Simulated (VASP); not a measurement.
A run of VASP 6.6.1:

The input INCAR:

```
SYSTEM = Ba2O
ALGO = Normal
EDIFF = 1E-7
ENCUT = 520
GGA = PE
ISIF = 2
ISMEAR = -1
LASPH = .True.
LCHARG = .False.
LREAL = .False.
LWAVE = .False.
NBANDS = 20
NELM = 60
PREC = Accurate
SIGMA = 0.06122561905347299
```

Contents of KPOINTS:

```
k-points
0
Gamma
  10 10 10
  0 0 0
```

The input POSCAR:

```
Ba2O
1.0
    0.0000000000      3.4171756375      3.4171756375
    3.4171756375      0.0000000000      3.4171756375
    3.4171756375      3.4171756375      0.0000000000
Ba O
2 1
Direct
    0.2500000000      0.2500000000      0.2500000000
    0.7500000000      0.7500000000      0.7500000000
    0.0000000000      0.0000000000      0.0000000000
```

Potentials or basis: VASP PAW PBE potentials, release 64 (Ba_sv, O).

Command:

```sh
$ cat potpaw_PBE.64/Ba_sv/POTCAR potpaw_PBE.64/O/POTCAR > POTCAR
$ mpirun -np 1 vasp_std > vasp.out
```

Hardware: 1 thread of Intel(R) Xeon(R) Platinum 8375C CPU @ 2.90GHz (Ice Lake) (shared host).

Q: Estimate the wall time of this run.

A: It took 100 s on 1 thread of Intel(R) Xeon(R) Platinum 8375C CPU @ 2.90GHz (Ice Lake), with other jobs on the host, peak memory 0.24 GiB. Counts: scf iterations 16, k points 47.
